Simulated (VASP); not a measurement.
# KCdCO3F (P-6m2) in VASP: electric field gradients with PBE

Aim: the electric field gradients of KCdCO3F with PBE.

Everything below comes from runs of VASP 6.6.1. Logs are shortened: lines on timing, memory, paths and dates and some standing lists are left out, and cuts for length are marked.

### 1 The cell of the first run

Symmetry: P-6m2, No. 187, hexagonal system. Conventional cell: a = 5.132 Å, b = 5.132 Å, c = 4.432 Å, α = 90.00°, β = 90.00°, γ = 120.00°. K (site symmetry -6m2) has 6 O at 2.80 Å and 3 F at 2.96 Å and 6 Cd at 3.70 Å and 6 C at 3.70 Å within 3.8 Å. Within 3.0 Å of Cd (site symmetry -6m2) lie 2 F at 2.22 Å and 6 O at 2.58 Å and 3 C at 2.96 Å. Within 1.7 Å of C (site symmetry -6m2) lie 3 O at 1.25 Å. Within 1.7 Å of O (site symmetry mm2) lie 1 C at 1.25 Å. Within 3.0 Å of F (site symmetry -6m2) lie 2 Cd at 2.22 Å and 3 K at 2.96 Å.

### 2 Electric field gradients, PBE

Input file INCAR:

```
PREC = Accurate ; ENCUT = 520
EDIFF = 1E-8 ; ISMEAR = -1
SIGMA = 0.02 ; LREAL = F
LASPH = T ; NELM = 120
ALGO = Normal ; ISIF = 2
LWAVE = F ; LCHARG = F
GGA = PE ; LEFG = T
NBANDS = 38 ; GGA_COMPAT = F
```

Input file KPOINTS:

```
regular mesh
0
Gamma
  5 5 5
```

Input file POSCAR:

```
KCdCO3F
1.0
    5.1324000000      0.0000000000      0.0000000000
   -2.5662000000      4.4447887824      0.0000000000
    0.0000000000      0.0000000000      4.4324000000
K Cd C O F
1 1 1 3 1
Direct
    0.0000000000      0.0000000000      0.0000000000
    0.6666666667      0.3333333333      0.5000000000
    0.3333333333      0.6666666667      0.5000000000
    0.1925000000      0.3850000000      0.5000000000
    0.1925000000      0.8075000000      0.5000000000
    0.6150000000      0.8075000000      0.5000000000
    0.6666666667      0.3333333333      0.0000000000
```

Potentials or basis: VASP PAW PBE potentials, release 64 (K_sv, Cd_sv_GW, C, O, F).

Command:

```
> cat potpaw_PBE.64/K_sv/POTCAR potpaw_PBE.64/Cd_sv_GW/POTCAR potpaw_PBE.64/C/POTCAR potpaw_PBE.64/O/POTCAR potpaw_PBE.64/F/POTCAR > POTCAR
> mpirun -np 1 vasp_std > vasp.out
```

OUTCAR:

```text
PREC = Accurate
   ENCUT = 520
   EDIFF = 1E-8
   ISMEAR = -1
   LREAL = F
   LASPH = T
   NELM = 120
   ISIF = 2
   GGA = PE

 ion  position               nearest neighbor table
   1  0.000  0.000  0.000-   6 2.80   6 2.80   5 2.80   5 2.80   4 2.80   4 2.80
   2  0.667  0.333  0.500-   7 2.22   7 2.22
   3  0.333  0.667  0.500-   5 1.25   6 1.25   4 1.25
   4  0.193  0.385  0.500-   3 1.25   1 2.80   1 2.80
   5  0.193  0.807  0.500-   3 1.25   1 2.80   1 2.80
   6  0.615  0.807  0.500-   3 1.25   1 2.80   1 2.80
   7  0.667  0.333  0.000-   2 2.22   2 2.22

  LATTYP: Found a hexagonal cell.
 ALAT       =     5.1324000000
 C/A-ratio  =     0.8636115657

  Lattice vectors:

 A1 = (   5.1324000000,   0.0000000000,   0.0000000000)
 A2 = (  -2.5662000000,   4.4447887824,   0.0000000000)
 A3 = (   0.0000000000,   0.0000000000,   4.4324000000)

Analysis of symmetry for initial positions (statically):
=====================================================================
 Subroutine PRICEL returns:
 Original cell was already a primitive cell.

 Routine SETGRP: Setting up the symmetry group for a
 hexagonal supercell.

 Subroutine GETGRP returns: Found 12 space group operations
 (whereof 12 operations were pure point group operations)
 out of a pool of 24 trial point group operations.

The static configuration has the point symmetry D_3h.

Analysis of symmetry for dynamics (positions and initial velocities):
=====================================================================
 Subroutine PRICEL returns:
 Original cell was already a primitive cell.

 Routine SETGRP: Setting up the symmetry group for a
 hexagonal supercell.

 Subroutine GETGRP returns: Found 12 space group operations
 (whereof 12 operations were pure point group operations)
 out of a pool of 24 trial point group operations.

The dynamic configuration has the point symmetry D_3h.

 Subroutine INISYM returns: Found 12 space group operations
 (whereof 12 operations are pure point group operations),
 and found     1 'primitive' translations

----------------------------------------------------------------------------------------

                                     Primitive cell

  volume of cell :     101.1138

  direct lattice vectors                    reciprocal lattice vectors
     5.132400000  0.000000000  0.000000000     0.194840620  0.112491285  0.000000000
    -2.566200000  4.444788782  0.000000000     0.000000000  0.224982569  0.000000000
     0.000000000  0.000000000  4.432400000     0.000000000  0.000000000  0.225611407

  length of vectors
     5.132400000  5.132400000  4.432400000     0.224982569  0.224982569  0.225611407

  position of ions in fractional coordinates (direct lattice)
     0.000000000  0.000000000  0.000000000
     0.666666667  0.333333333  0.500000000
     0.333333333  0.666666667  0.500000000
     0.192500000  0.385000000  0.500000000
     0.192500000  0.807500000  0.500000000
     0.615000000  0.807500000  0.500000000
     0.666666667  0.333333333  0.000000000

  ion indices of the primitive-cell ions
   primitive index   ion index
                 1           1
                 2           2
                 3           3
                 4           4
                 5           5
                 6           6
                 7           7

----------------------------------------------------------------------------------------

 KPOINTS: regular mesh

Automatic generation of k-mesh.
 Grid dimensions read from file:
 generate k-points for:    5    5    5

 Generating k-lattice:

  Cartesian coordinates                     Fractional coordinates (reciprocal lattice)
     0.038968124  0.022498257  0.000000000     0.200000000 -0.000000000  0.000000000
     0.000000000  0.044996514  0.000000000     0.000000000  0.200000000  0.000000000
     0.000000000  0.000000000  0.045122281     0.000000000  0.000000000  0.200000000

  Length of vectors
     0.044996514  0.044996514  0.045122281

  Shift w.r.t. Gamma in fractional coordinates (k-lattice)
     0.000000000  0.000000000  0.000000000

 Subroutine IBZKPT returns following result:
 ===========================================

 Found     15 irreducible k-points:

 Following reciprocal coordinates:
            Coordinates               Weight
  0.000000  0.000000  0.000000      1.000000
  0.200000 -0.000000  0.000000      6.000000
  0.400000 -0.000000  0.000000      6.000000
  0.200000  0.200000  0.000000      6.000000
  0.400000  0.200000  0.000000      6.000000
  0.000000  0.000000  0.200000      2.000000
  0.200000 -0.000000  0.200000     12.000000
  0.400000 -0.000000  0.200000     12.000000
  0.200000  0.200000  0.200000     12.000000
  0.400000  0.200000  0.200000     12.000000
  0.000000  0.000000  0.400000      2.000000
  0.200000 -0.000000  0.400000     12.000000
  0.400000 -0.000000  0.400000     12.000000
  0.200000  0.200000  0.400000     12.000000
  0.400000  0.200000  0.400000     12.000000
   k-points           NKPTS =     15   k-points in BZ     NKDIM =     15   number of bands    NBANDS=     38
   number of dos      NEDOS =    301   number of ions     NIONS =      7
   total plane-waves  NPLWV =  57600
   dimension x,y,z NGX =    40 NGY =   40 NGZ =   36
   dimension x,y,z NGXF=    80 NGYF=   80 NGZF=   72
   ions per type =               1   1   1   3   1
   NGX,Y,Z   is equivalent  to a cutoff of  12.96, 12.96, 13.50 a.u.
   NGXF,Y,Z  is equivalent  to a cutoff of  25.91, 25.91, 27.01 a.u.
 SYSTEM =  unknown system
   PREC   = accura    normal or accurate (medium, high low for compatibility)
   ISTART =      0    job   : 0-new  1-cont  2-samecut
   ICHARG =      2    charge: 1-file 2-atom 10-const
   ISPIN  =      1    spin polarized calculation?
   LNONCOLLINEAR =      F non collinear calculations
   LSORBIT =      F    spin-orbit coupling
   LASPH  =      T    aspherical Exc in radial PAW
   ENCUT  =  520.0 eV  38.22 Ry    6.18 a.u.   9.54  9.54  8.24*2*pi/ulx,y,z
   NELM   =    120;   NELMIN=  2; NELMDL= -5     # of ELM steps
   EDIFF  = 0.1E-07   stopping-criterion for ELM
   LREAL  =      F    real-space projection
   EDIFFG = 0.1E-06   stopping-criterion for IOM
   NSW    =      0    number of steps for IOM
   IBRION =     -1    ionic relax: 0-MD 1-quasi-New 2-CG
   NFREE  =      0    steps in history (QN), initial steepest desc. (CG)
   ISIF   =      2    stress and relaxation
   ISYM   =      2    0-nonsym 1-usesym 2-fastsym
   POTIM  = 0.5000    time-step for ionic-motion
   TEBEG  =    0.0;   TEEND  =   0.0 temperature during run
   PSTRESS=    0.0 pullay stress
   NELECT =      58.0000    total number of electrons
   NUPDOWN=      -1.0000    fix difference up-down
   EMIN   =  10.00;   EMAX   =-10.00  energy-range for DOS
   EFERMI =   0.00;   METHOD = LEGACY
   ISMEAR =    -1;   SIGMA  =   0.02  broadening in eV -4-tet -1-fermi 0-gaus
   EFERMI_NEDOS =   21; number of points for ismear=-14 and -15
   IALGO  =     38    algorithm
   IMIX   =      4    mixing-type and parameters
     AMIX     =   0.40;   BMIX     =  1.00
     AMIX_MAG =   1.60;   BMIX_MAG =  1.00
  volume/ion in A,a.u.               =      14.44        97.48
  Fermi-wavevector in a.u.,A,eV,Ry     =   1.360235  2.570472 25.174036  1.850239
  Thomas-Fermi vector in A             =   2.486915
   LORBIT       =      0    0 simple, 1 ext, 2 COOP (PROOUT), +10 PAW based schemes
   GGA     = PE    functional components
   LHFCALC =     F    Hartree Fock is set to
   AEXX    =    0.0000 exact exchange contribution
   IVDW    =     0    specifies the selected vdW correction
   LEPSILON=     F    determine dielectric tensor
   LRPA    =     F    only Hartree local field effects (RPA)
 non-spin polarized calculation
  energy-cutoff  :      520.00
  volume of cell :      101.11
 maximum number of plane-waves:      2801
 NGX is ok and might be reduce to    40
   NGX = 19   NGY = 19   NGZ = 17

 number of electron      58.0000005 magnetization

 Free energy of the ion-electron system (eV)
  ---------------------------------------------------
  ext. energy  EPLUGINS =         0.00000000
  ---------------------------------------------------
  free energy    TOTEN  =       -39.68589721 eV

  energy without entropy =      -39.68589721  energy(sigma->0) =      -39.68589721

 E-fermi :   1.5708     XC(G=0):  -9.3093

 val. band max:        0.8829749616   @ k =   0.0000   0.0000   0.4000
 cond. band min:       2.5907370951   @ k =   0.0000   0.0000   0.0000
 fundamental gap:      1.7077621335
 Fermi energy:         1.5707885142

 k-point     1 :       0.0000    0.0000    0.0000
  band No.  band energies     occupation
      1     -99.8636      2.00000
      2     -60.9635      2.00000
      3     -60.9635      2.00000
      4     -60.9498      2.00000
      5     -27.0399      2.00000
      6     -21.6410      2.00000
[... 30 lines left out ...]
     37      11.0723      0.00000
     38      11.6525      0.00000

 k-point     2 :       0.2000   -0.0000    0.0000
  band No.  band energies     occupation
      1     -99.8635      2.00000
      2     -60.9629      2.00000
      3     -60.9627      2.00000
      4     -60.9493      2.00000
      5     -27.0388      2.00000
      6     -21.6272      2.00000
[... 30 lines left out ...]
     37      10.7822      0.00000
     38      11.1080      0.00000
[... 490 lines left out ...]
     37      11.2148      0.00000
     38      11.4432      0.00000

 k-point    15 :       0.4000    0.2000    0.4000
  band No.  band energies     occupation
      1     -99.8634      2.00000
      2     -60.9626      2.00000
      3     -60.9625      2.00000
      4     -60.9497      2.00000
      5     -27.0308      2.00000
      6     -21.5899      2.00000
[... 30 lines left out ...]
     37      11.2464      0.00000
     38      11.5916      0.00000

------------------------ aborting loop because EDIFF is reached ----------------------------------------

  FORCE on cell =-STRESS in cart. coord.  units (eV):
  Direction    XX          YY          ZZ          XY          YZ          ZX
  --------------------------------------------------------------------------------------
  -------------------------------------------------------------------------------------
  Total        5.6639450      5.6639450      0.1784550      0.0000000      0.0000000      0.0000000
  in kB       89.7468146     89.7468146      2.8276701      0.0000000      0.0000000      0.0000000
  external PRESSURE =      60.7737664 kB  Pullay stress =       0.0000000 kB

 VOLUME and BASIS-vectors are now :
 -----------------------------------------------------------------------------
  energy-cutoff  :      520.00
  volume of cell :      101.11
      direct lattice vectors                 reciprocal lattice vectors
     5.132400000  0.000000000  0.000000000     0.194840620  0.112491285  0.000000000
    -2.566200000  4.444788782  0.000000000     0.000000000  0.224982569  0.000000000
     0.000000000  0.000000000  4.432400000     0.000000000  0.000000000  0.225611407

 POSITION                                       TOTAL-FORCE (eV/Angst)
 -----------------------------------------------------------------------------------
      0.00000      0.00000      0.00000         0.000000     -0.000000     -0.000000
      2.56620      1.48160      2.21620         0.000000     -0.000000     -0.000000
     -0.00000      2.96319      2.21620         0.000000     -0.000000     -0.000000
      0.00000      1.71124      2.21620         0.000000     -3.452712     -0.000000
     -1.08422      3.58917      2.21620        -2.990136      1.726356      0.000000
      1.08422      3.58917      2.21620         2.990136      1.726356      0.000000
      2.56620      1.48160      0.00000        -0.000000     -0.000000     -0.000000
 -----------------------------------------------------------------------------------
    total drift:                                0.000004     -0.000002      0.000000

  FREE ENERGIE OF THE ION-ELECTRON SYSTEM (eV)
  ---------------------------------------------------
  free  energy   TOTEN  =       -39.6858972073 eV

  energy  without entropy=      -39.6858972073  energy(sigma->0) =      -39.68589721

 Electric field gradients (V/A^2)
---------------------------------------------------------------------
 ion       V_xx      V_yy      V_zz      V_xy      V_xz      V_yz
---------------------------------------------------------------------
   1      11.999    12.000   -23.999     0.000     0.000    -0.000
   2      19.006    19.004   -38.010    -0.001     0.000    -0.000
   3     -19.296   -19.296    38.592    -0.000     0.000    -0.000
   4     -76.387    93.750   -17.363    -0.001     0.000     0.000
   5      51.217   -33.852   -17.364   -73.672     0.000     0.000
   6      51.217   -33.853   -17.363    73.671     0.000     0.000
   7     -54.199   -54.202   108.401    -0.003     0.000     0.000
---------------------------------------------------------------------

 Electric field gradients after diagonalization (V/A^2)
 (convention: |V_zz| > |V_xx| > |V_yy|)
----------------------------------------------------------------------
 ion       V_xx      V_yy      V_zz     asymmetry (V_yy - V_xx)/ V_zz
----------------------------------------------------------------------
   1      12.000    11.999   -23.999       0.000
   2      19.006    19.003   -38.010       0.000
   3     -19.296   -19.296    38.592       0.000
   4     -76.387   -17.363    93.750       0.630
   5     -76.387   -17.364    93.751       0.630
   6     -76.387   -17.363    93.750       0.630
   7     -54.204   -54.197   108.401       0.000
----------------------------------------------------------------------

           NMR quadrupolar parameters

 Cq : quadrupolar parameter    Cq=e*Q*V_zz/h
 eta: asymmetry parameters     (V_yy - V_xx)/ V_zz
 Q  : nuclear electric quadrupole moment in mb (millibarn)
----------------------------------------------------------------------
 ion       Cq(MHz)       eta       Q (mb)
----------------------------------------------------------------------
   1      -0.058       0.000       1.000
   2      -0.092       0.000       1.000
   3       0.093       0.000       1.000
   4       0.227       0.630       1.000
   5       0.227       0.630       1.000
   6       0.227       0.630       1.000
   7       0.262       0.000       1.000
----------------------------------------------------------------------
```

Run time: 97 s. Hardware: 1 thread of Intel Xeon Platinum 8488C (Sapphire Rapids), shared host; peak memory 0.28 GiB.

Results:

```yaml
Free_energy: -39.6859 eV
Pressure: 6.1 GPa
Largest_force: 3.453 eV/Å
Band_gap_on_the_k_mesh: 1.71 eV
Largest_electric_field_gradient_by_atom: K -24.0; Cd -38.0; C +38.6; O +93.8; F +108.4 V/Å²
```

Forces on the atoms (eV/Å):
```
K    0.000  0.000  0.000
Cd   0.000  0.000  0.000
C    0.000  0.000  0.000
O    0.000 -3.453  0.000
O   -2.990  1.726  0.000
O    2.990  1.726  0.000
F    0.000  0.000  0.000
```

Electric field gradients, principal values (V/Å²):
| atom | least | middle | greatest (by size) |
| --- | --- | --- | --- |
| 1 K | 11.999 | 12.000 | -23.999 |
| 2 Cd | 19.003 | 19.006 | -38.010 |
| 3 C | -19.296 | -19.296 | 38.592 |
| 4 O | -17.363 | -76.387 | 93.750 |
| 5 O | -17.364 | -76.387 | 93.751 |
| 6 O | -17.363 | -76.387 | 93.750 |
| 7 F | -54.197 | -54.204 | 108.401 |

Caveat: the stress differs along the axes, from 0 to 9 GPa; without QUAD_EFG the Cq values of the log hold for a quadrupole moment of 1 mb, not for the nuclei; forces of over 1 eV/Å act on the atoms, so gaps and moduli don't describe the material at rest.
